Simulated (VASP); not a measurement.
Wanted: the native input for a VASP 6.6.1 run.

* Task: single point
* Functional: PBEsol
* Potentials or basis: VASP PAW PBE potentials, release 64 (C)
* Cutoff: 600 eV
* k mesh: 14 × 14 × 14
* Occupations: gaussian, width 0.01 eV
* Spin: no spin polarisation
* Dipole correction: no
* Further INCAR settings: ALGO = Normal; EDIFF = 1e-06; NBANDS = 11

The structure of C lies in POSCAR:

```
C
1.0
    0.0000000000      1.7768328947      1.7768328947
    1.7768328947      0.0000000000      1.7768328947
    1.7768328947      1.7768328947      0.0000000000
C
2
Direct
    0.0000000000      0.0000000000      0.0000000000
    0.2500000000      0.2500000000      0.2500000000
```

The input as run:

INCAR

```
SYSTEM = C
PREC     = Accurate       ! precision mode
ENCUT    = 600            ! plane-wave cutoff, eV
EDIFF    = 1E-6           ! SCF threshold, eV
ISMEAR   = 0              ! smearing method
SIGMA    = 0.01           ! smearing width, eV
LREAL    = .False.        ! projectors in reciprocal space
LASPH    = .True.         ! aspherical terms in the spheres
NELM     = 120            ! most SCF steps
ALGO     = Normal         ! electronic algorithm
ISIF     = 2              ! what is computed and relaxed
LWAVE    = .False.        ! write WAVECAR
LCHARG   = .False.        ! write CHGCAR
GGA      = PS             ! functional
NBANDS   = 11             ! bands
GGA_COMPAT= .False.
```

KPOINTS

```
Automatic mesh
0
Gamma
  14 14 14
  0 0 0
```

Potentials or basis: VASP PAW PBE potentials, release 64 (C).

Launch:

```bash
$ cat potpaw_PBE.64/C/POTCAR > POTCAR
$ mpirun -np 1 vasp_std > vasp.out
```

It gave:

| Property | Result |
| --- | --- |
| Pressure | 0.5 GPa |
| Band gap on the k mesh | 4.03 eV, indirect (least direct gap 5.57 eV) |

Caveat: the PAW data sets were made with another functional, which shifts forces and pressure a little.

It took 8.7 s on 1 thread of Intel(R) Xeon(R) Platinum 8488C (Sapphire Rapids), with other jobs on the host, peak memory 0.12 GiB.
